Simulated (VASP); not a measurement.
## LiF (Griceite): single point with PBE+D4

The system is LiF (Griceite).

```
Li F
1.0
     0.00000    2.01400    2.01400
     2.01400    0.00000    2.01400
     2.01400    2.01400    0.00000
Li F
1 1
Cartesian
  0.0000 0.0000 0.0000
  2.0140 2.0140 2.0140
```

```json
{"Program": "VASP 6.6.1", "Task": "single point", "Functional": "PBE", "Dispersion": "D4", "Potentials or basis": "VASP PAW PBE potentials, release 64 (Li_sv, F)", "Cutoff": "520 eV", "k mesh": "10 × 10 × 10", "Occupations": "gaussian, width 0.01 eV", "Spin": "no spin polarisation", "Dipole correction": "no", "Further INCAR settings": "ALGO = Normal; EDIFF = 1e-07; NBANDS = 12"}
```

```yaml
Band_gap_on_the_k_mesh: 9.09 eV, direct
Dispersion_energy_per_atom: -0.063 eV
```

Levels at points of the mesh, in eV from the valence-band top:
| k point | band 1 | band 2 | band 3 | band 4 | band 5 | band 6 | band 7 | band 8 | band 9 | band 10 |
| --- | --- | --- | --- | --- | --- | --- | --- | --- | --- | --- |
| (0.00, 0.00, 0.00) | -40.92 | -19.98 | 0.00 | 0.00 | 0.00 | 9.09 | 23.97 | 23.97 | 23.97 | 24.32 |
| (0.50, 0.00, 0.00) | -40.86 | -19.54 | -2.52 | -0.23 | -0.23 | 10.77 | 16.74 | 18.90 | 18.90 | 30.37 |
| (0.50, 0.50, 0.00) | -40.85 | -19.27 | -3.00 | -1.00 | -1.00 | 14.81 | 16.47 | 17.45 | 20.24 | 20.24 |

Wall time 5.8 s on 1 thread of Intel(R) Xeon(R) Platinum 8488C (Sapphire Rapids), with other jobs on the host, peak memory 0.13 GiB.

 As with any semilocal functional, this PBE gap is likely too small.
